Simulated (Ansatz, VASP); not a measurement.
## One calculation of SnTe2, two programs

```
Sn Te
1.0
     0.00000    3.75912    3.75912
     3.75912    0.00000    3.75912
     3.75912    3.75912    0.00000
Sn Te
1 2
Direct
  0.00000 0.00000 0.00000
  0.25000 0.25000 0.25000
  0.75000 0.75000 0.75000
```

Change from the starting cell: volume scaled by 1.03, PAW files.

Alike in both runs: task electric field gradients; functional PBE; k mesh 10 × 10 × 10; occupations fermi-dirac, width 0.05 eV; no spin polarisation.

|  | VASP | Ansatz |
| --- | --- | --- |
| version | VASP 6.6.1 | Ansatz 0.2.0 |
| potentials or method | VASP PAW PBE potentials, release 64 (Sn_d, Te) | PAW with Ansatz's default frozen-core files, scalar-relativistic |
| plane-wave cutoff (eV) | 400 | 420 |
| valence electrons in the cell | 26 | 46 |

```tsv
	VASP	Ansatz	Ansatz less VASP
pressure (GPa)	-1.0	-1.0	+0.04
```

VASP's potentials hold 26 valence electrons a cell and Ansatz's 46, so a difference there can come from the potentials and not from the codes.

Spin-orbit coupling is off throughout.
